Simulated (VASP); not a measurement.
Co, 2 atoms in the cell. Symmetry: P6_3/mmc, No. 194, hexagonal system. The conventional cell has a = 2.472 Å, b = 2.472 Å, c = 4.021 Å, α = 90.00°, β = 90.00°, γ = 120.00°. Within 3.3 Å of Co (site symmetry -6m2) lie 12 Co at 2.47 Å. 

| Property | Result |
| --- | --- |
| Program | VASP 6.6.1 |
| Task | single point |
| Functional | PBE |
| Potentials or basis | VASP PAW PBE potentials, release 64 (Co) |
| Cutoff | 520 eV |
| k mesh | 12 × 12 × 7 |
| Occupations | gaussian, width 0.026 eV |
| Spin | collinear spin, ferromagnetic start |
| Starting moments | [2.0, 2.0] μB |
| Dipole correction | no |
| Further INCAR settings | ALGO = Fast; EDIFF = 1e-07; NBANDS = 20 |

Potentials or basis: VASP PAW PBE potentials, release 64 (Co).

Command:

```console
$ cat potpaw_PBE.64/Co/POTCAR > POTCAR
$ mpirun -np 1 vasp_std > vasp.out
```

Hardware: 1 thread of AMD EPYC 7R13 Processor (Zen 3) (shared host).

Estimate the wall time of this run.

Run time: 70 s on 1 thread of AMD EPYC 7R13 Processor (Zen 3) (shared host), peak memory 0.13 GiB. Counts: scf iterations 16, k points 76.
